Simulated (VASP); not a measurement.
A run of VASP 6.6.1 is set up as follows.

POSCAR

```
ZnS
1.0
    3.9589906172      0.0000000000      0.0000000000
   -1.9794953086      3.4285864478      0.0000000000
    0.0000000000      0.0000000000      5.7460763399
Zn S
2 2
Direct
    0.3333333333      0.6666666667      0.0053880710
    0.6666666667      0.3333333333      0.5053880710
    0.3333333333      0.6666666667      0.3796119290
    0.6666666667      0.3333333333      0.8796119290
```

The input INCAR.step1:

```
SYSTEM = ZnS
PREC     = Accurate       ! precision mode
ENCUT    = 520            ! plane-wave cutoff, eV
ISMEAR   = 0              ! smearing method
SIGMA    = 0.05           ! smearing width, eV
LREAL    = .False.        ! projectors in reciprocal space
LASPH    = .True.         ! aspherical terms in the spheres
NELM     = 60             ! most SCF steps
NBANDS   = 26             ! bands
GGA      = PE             ! functional
ALGO     = Normal         ! electronic algorithm
EDIFF    = 1E-4           ! SCF threshold, eV
LWAVE    = .True.         ! write WAVECAR
LCHARG   = .False.        ! write CHGCAR
```

File INCAR.step2:

```
SYSTEM = ZnS
PREC     = Accurate       ! precision mode
ENCUT    = 520            ! plane-wave cutoff, eV
EDIFF    = 1E-7           ! SCF threshold, eV
ISMEAR   = 0              ! smearing method
SIGMA    = 0.05           ! smearing width, eV
LREAL    = .False.        ! projectors in reciprocal space
LASPH    = .True.         ! aspherical terms in the spheres
NELM     = 60             ! most SCF steps
ALGO     = Normal         ! electronic algorithm
ISIF     = 2              ! what is computed and relaxed
LWAVE    = .False.        ! write WAVECAR
LCHARG   = .True.         ! write CHGCAR
METAGGA  = R2SCAN         ! meta-GGA
LMIXTAU  = .True.       
LELF     = .True.         ! ELF
LVHAR    = .True.       
NBANDS   = 26             ! bands
ISTART   = 1
```

The input KPOINTS:

```
Automatic mesh
0
Gamma
  6 6 4
  0 0 0
```

Potentials or basis: VASP PAW PBE potentials, release 64 (Zn, S).

Launch:

```sh
$ cat potpaw_PBE.64/Zn/POTCAR potpaw_PBE.64/S/POTCAR > POTCAR
$ cp INCAR.step1 INCAR
$ mpirun -np 1 vasp_std > vasp.out
$ cp INCAR.step2 INCAR
$ mpirun -np 1 vasp_std > vasp.out
```

**Question.** Estimate the band gap on the k mesh.

**Answer.** 2.67 eV.

**Question.** What does it give for the largest force?

**Answer.** 1.362 eV/Å.

**Question.** What does it give for the pressure?

**Answer.** 2.8 GPa.

Forces on the atoms (eV/Å):
```
Zn   0.000  0.000 -1.362
Zn   0.000  0.000 -1.362
S    0.000  0.000  1.362
S    0.000  0.000  1.362
```

Caveat: the cell differs from its parent crystal (strain +0.040 along x and y, -0.080 along z); the PAW data sets were made with another functional, which shifts forces and pressure a little. A k mesh can miss the band edges.
